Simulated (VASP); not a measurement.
A run of VASP 6.6.1:

INCAR

```
ALGO = Fast
EDIFF = 1E-7
ENCUT = 520
GGA = PS
ISIF = 2
ISMEAR = 0
LASPH = T
LCHARG = F
LREAL = F
LWAVE = F
NBANDS = 25
NELM = 80
PREC = Accurate
SIGMA = 0.1
```

File KPOINTS:

```
k-points
0
Gamma
  8 8 6
```

The input POSCAR:

```
Al2Pt
1.0
    2.9482572945      2.9482572945      0.0000000000
   -2.9482572945      2.9482572945      0.0000000000
    0.0000000000      0.0000000000      6.1618577456
Al Pt
4 2
Direct
    0.0000000000      0.5000000000      0.7500000000
    0.5000000000      0.0000000000      0.7500000000
    0.5000000000      0.0000000000      0.2500000000
    0.0000000000      0.5000000000      0.2500000000
    0.0000000000      0.0000000000      0.0000000000
    0.5000000000      0.5000000000      0.5000000000
```

Potentials or basis: VASP PAW PBE potentials, release 64 (Al, Pt).

The run is started by

```console
$ cat potpaw_PBE.64/Al/POTCAR potpaw_PBE.64/Pt/POTCAR > POTCAR
$ mpirun -np 1 vasp_std > vasp.out
```

Hardware: 1 thread of AMD EPYC 9R14 (Zen 4), with other jobs on the host.

Question: Estimate the wall time of this run.

Answer: Run time: 99 s on 1 thread of AMD EPYC 9R14 (Zen 4), on a shared host, peak memory 0.27 GiB. Counts: scf iterations 19, k points 60.
